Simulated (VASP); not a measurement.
# Si3As2 (Pm-3m) in VASP: notebook, part 2 of 2

VASP 6.6.1. Earlier steps stand in the parts before.

### Step 3. Relaxation of cell and atoms, PBE

This run uses another cell than the first one, of 18.73 Å³/atom, 0.878 times its volume.

INCAR

```
SYSTEM = Si3As2
ALGO = Normal
EDIFF = 1E-6
EDIFFG = -0.04
ENCUT = 600
GGA = PE
IBRION = 2
ISIF = 3
ISMEAR = 0
LASPH = .TRUE.
LCHARG = .FALSE.
LREAL = .FALSE.
LWAVE = .FALSE.
NELM = 60
NSW = 90
PREC = Accurate
SIGMA = 0.1
```

KPOINTS

```
k-points
0
G
  4 4 4
  0 0 0
```

POSCAR

```
Si3As2
1.0
    4.5414066500      0.0000000000      0.0000000000
    0.0000000000      4.5414066500      0.0000000000
    0.0000000000      0.0000000000      4.5414066500
Si As
3 2
Direct
    0.5000000000      0.0000000000      0.0000000000
    0.0000000000      0.5000000000      0.0000000000
    0.0000000000      0.0000000000      0.5000000000
    0.5000000000      0.5000000000      0.5000000000
    0.0000000000      0.0000000000      0.0000000000
```

Potentials or basis: VASP PAW PBE potentials, release 64 (Si, As).

On the command line:

```sh
$ cat potpaw_PBE.64/Si/POTCAR potpaw_PBE.64/As/POTCAR > POTCAR
$ mpirun -np 1 vasp_std > vasp.out
```

OUTCAR:

```text
SYSTEM = Si3As2
   EDIFF = 1E-6
   EDIFFG = -0.04
   ENCUT = 600
   GGA = PE
   IBRION = 2
   ISIF = 3
   ISMEAR = 0
   LASPH = .TRUE.
   LREAL = .FALSE.
   NELM = 60
   NSW = 90
   PREC = Accurate

 ion  position               nearest neighbor table
   1  0.500  0.000  0.000-   5 2.27   5 2.27
   2  0.000  0.500  0.000-   5 2.27   5 2.27
   3  0.000  0.000  0.500-   5 2.27   5 2.27
   4  0.500  0.500  0.500-
   5  0.000  0.000  0.000-   1 2.27   2 2.27   3 2.27   3 2.27   2 2.27   1 2.27

  LATTYP: Found a simple cubic cell.
 ALAT       =     4.5414066500

  Lattice vectors:

 A1 = (   4.5414066500,   0.0000000000,   0.0000000000)
 A2 = (   0.0000000000,   4.5414066500,   0.0000000000)
 A3 = (   0.0000000000,   0.0000000000,   4.5414066500)

Analysis of symmetry for initial positions (statically):
=====================================================================
 Subroutine PRICEL returns:
 Original cell was already a primitive cell.

 Routine SETGRP: Setting up the symmetry group for a
 simple cubic supercell.

 Subroutine GETGRP returns: Found 48 space group operations
 (whereof 48 operations were pure point group operations)
 out of a pool of 48 trial point group operations.

The static configuration has the point symmetry O_h .

Analysis of symmetry for dynamics (positions and initial velocities):
=====================================================================
 Subroutine PRICEL returns:
 Original cell was already a primitive cell.

 Routine SETGRP: Setting up the symmetry group for a
 simple cubic supercell.

 Subroutine GETGRP returns: Found 48 space group operations
 (whereof 48 operations were pure point group operations)
 out of a pool of 48 trial point group operations.

The dynamic configuration has the point symmetry O_h .

 Subroutine INISYM returns: Found 48 space group operations
 (whereof 48 operations are pure point group operations),
 and found     1 'primitive' translations

----------------------------------------------------------------------------------------

                                     Primitive cell

  volume of cell :      93.6637

[... 93 lines left out ...]
   EFERMI =   0.00;   METHOD = LEGACY
   ISMEAR =     0;   SIGMA  =   0.10  broadening in eV -4-tet -1-fermi 0-gaus
   EFERMI_NEDOS =   21; number of points for ismear=-14 and -15
   IALGO  =     38    algorithm
   IMIX   =      4    mixing-type and parameters
     AMIX     =   0.40;   BMIX     =  1.00
     AMIX_MAG =   1.60;   BMIX_MAG =  1.00
  volume/ion in A,a.u.               =      18.73       126.41
  Fermi-wavevector in a.u.,A,eV,Ry     =   1.010087  1.908787 13.881687  1.020275
  Thomas-Fermi vector in A             =   2.143055
   LORBIT       =      0    0 simple, 1 ext, 2 COOP (PROOUT), +10 PAW based schemes
   GGA     = PE    functional components
   LHFCALC =     F    Hartree Fock is set to
   AEXX    =    0.0000 exact exchange contribution
   IVDW    =     0    specifies the selected vdW correction
   LEPSILON=     F    determine dielectric tensor
   LRPA    =     F    only Hartree local field effects (RPA)
 conjugate gradient relaxation of ions
 non-spin polarized calculation
 Gauss-broadening in eV      SIGMA  =   0.10
  energy-cutoff  :      600.00
  volume of cell :       93.66
 maximum number of plane-waves:      3178
   NGX = 19   NGY = 19   NGZ = 19

--------------------------------------- Ionic step        1  -------------------------------------------

 number of electron      22.0000004 magnetization

 Free energy of the ion-electron system (eV)
  ---------------------------------------------------
  ext. energy  EPLUGINS =         0.00000000
  ---------------------------------------------------
  free energy    TOTEN  =       -20.17462177 eV

  energy without entropy =      -20.16559548  energy(sigma->0) =      -20.17010862

 E-fermi :   6.7535     XC(G=0): -10.2741

 val. band max:        6.7031777361   @ k =   0.5000   0.2500   0.0000
 cond. band min:       7.0271445887   @ k =   0.2500   0.0000   0.0000
 fundamental gap:      0.3239668526
 Fermi energy:         6.7534955620

 k-point     1 :       0.0000    0.0000    0.0000
  band No.  band energies     occupation
      1      -8.5993      2.00000
      2      -3.6258      2.00000
      3      -0.2167      2.00000
      4      -0.2167      2.00000
      5      -0.2167      2.00000
      6       0.8725      2.00000
      7       0.8725      2.00000
      8       3.9498      2.00000
      9       5.3362      2.00000
     10       5.3362      2.00000
     11       5.3362      2.00000
     12       8.2492      0.00000
     13       8.2492      0.00000
     14       8.2492      0.00000
[... 238 lines left out ...]
--------------------------------------- Ionic step        3  -------------------------------------------

 number of electron      21.9999998 magnetization

 Free energy of the ion-electron system (eV)
  ---------------------------------------------------
  ext. energy  EPLUGINS =         0.00000000
  ---------------------------------------------------
  free energy    TOTEN  =       -20.55420261 eV

  energy without entropy =      -20.53591118  energy(sigma->0) =      -20.54505689

 E-fermi :   5.5133     XC(G=0):  -9.7457

 val. band max:        5.4469725656   @ k =   0.2500   0.2500   0.0000
 cond. band min:       5.5246766194   @ k =   0.5000   0.2500   0.0000
 fundamental gap:      0.0777040538
 Fermi energy:         5.5132608715

 k-point     1 :       0.0000    0.0000    0.0000
  band No.  band energies     occupation
      1      -9.0008      2.00000
      2      -4.6394      2.00000
      3      -0.8705      2.00000
      4      -0.8705      2.00000
      5      -0.8705      2.00000
      6      -0.5228      2.00000
      7      -0.5228      2.00000
      8       1.9158      2.00000
      9       4.1929      2.00000
     10       4.1929      2.00000
     11       4.1929      2.00000
     12       6.7843      0.00000
     13       6.7843      0.00000
     14       6.7843      0.00000
[... 193 lines left out ...]
  FREE ENERGIE OF THE ION-ELECTRON SYSTEM (eV)
  ---------------------------------------------------
  free  energy   TOTEN  =       -20.5542026073 eV

  energy  without entropy=      -20.5359111795  energy(sigma->0) =      -20.54505689

 reached required accuracy - stopping structural energy minimisation
```

OSZICAR:

```text
N       E                     dE             d eps       ncg     rms          rms(c)
DAV:   1     0.727918486351E+02    0.72792E+02   -0.10064E+04   300   0.141E+03
DAV:   2    -0.163304432917E+02   -0.89122E+02   -0.87384E+02   391   0.179E+02
DAV:   3    -0.203794225977E+02   -0.40490E+01   -0.40013E+01   399   0.381E+01
[... 25 lines left out ...]
DAV:   3    -0.205553077825E+02    0.10655E-01   -0.23827E-02   356   0.783E-01    0.148E-01
DAV:   4    -0.205542915174E+02    0.10163E-02   -0.16723E-03   356   0.233E-01    0.745E-02
DAV:   5    -0.205542020057E+02    0.89512E-04   -0.20054E-04   356   0.791E-02    0.423E-02
DAV:   6    -0.205542034201E+02   -0.14144E-05   -0.19513E-05   363   0.256E-02    0.714E-03
DAV:   7    -0.205542026073E+02    0.81283E-06   -0.43170E-06   342   0.107E-02
   3 F= -.20554203E+02 E0= -.20545057E+02  d E =-.379581E+00
```

CONTCAR:

```text
Si3As2
   1.00000000000000
     4.7439594095602429    0.0000000000000000    0.0000000000000000
     0.0000000000000000    4.7439594095602429    0.0000000000000000
    -0.0000000000000000   -0.0000000000000000    4.7439594095602429
  Si              As
     3     2
Direct
     0.5000000000000000    0.0000000000000000    0.0000000000000000
     0.0000000000000000    0.5000000000000000    0.0000000000000000
     0.0000000000000000    0.0000000000000000    0.5000000000000000
     0.5000000000000000    0.5000000000000000    0.5000000000000000
     0.0000000000000000    0.0000000000000000    0.0000000000000000

  0.00000000E+00  0.00000000E+00  0.00000000E+00
  0.00000000E+00  0.00000000E+00  0.00000000E+00
  0.00000000E+00  0.00000000E+00  0.00000000E+00
  0.00000000E+00  0.00000000E+00  0.00000000E+00
  0.00000000E+00  0.00000000E+00  0.00000000E+00
```

It took 31 s on 1 thread of Intel Xeon Platinum 8488C (Sapphire Rapids), shared host; peak memory 0.21 GiB.

Results:

```
Free energy                            : -20.5542 eV
Relaxed volume                         : 21.35 Å³/atom
Relaxed cell                           : a = 4.744 Å, b = 4.744 Å, c = 4.744 Å, α = 90.00°, β = 90.00°, γ = 90.00°
Space group after relaxing (to 0.05 Å) : Pm-3m (No. 221)
Energy gained by relaxing              : 75.9 meV/atom
Ionic steps                            : 3
Pressure after relaxing                : 0.2 GPa
Band gap on the k mesh                 : zero (band 11 reaches 7.23 eV, above the bottom of band 12 at 4.76 eV)
```

Step by step:
```csv
step,energy change (eV),largest force (eV/Å),pressure (GPa),volume (Å³)
1,0.0000,0.0000,10.43,93.66
2,-0.3512,0.0000,-2.15,111.19
3,-0.3796,0.0000,0.21,106.76
```

Final structure:
```
Si As
1.0
     4.74396    0.00000    0.00000
     0.00000    4.74396    0.00000
     0.00000    0.00000    4.74396
Si As
3 2
Direct
  0.50000 0.00000 0.00000
  0.00000 0.50000 0.00000
  0.00000 0.00000 0.50000
  0.50000 0.50000 0.50000
  0.00000 0.00000 0.00000
```
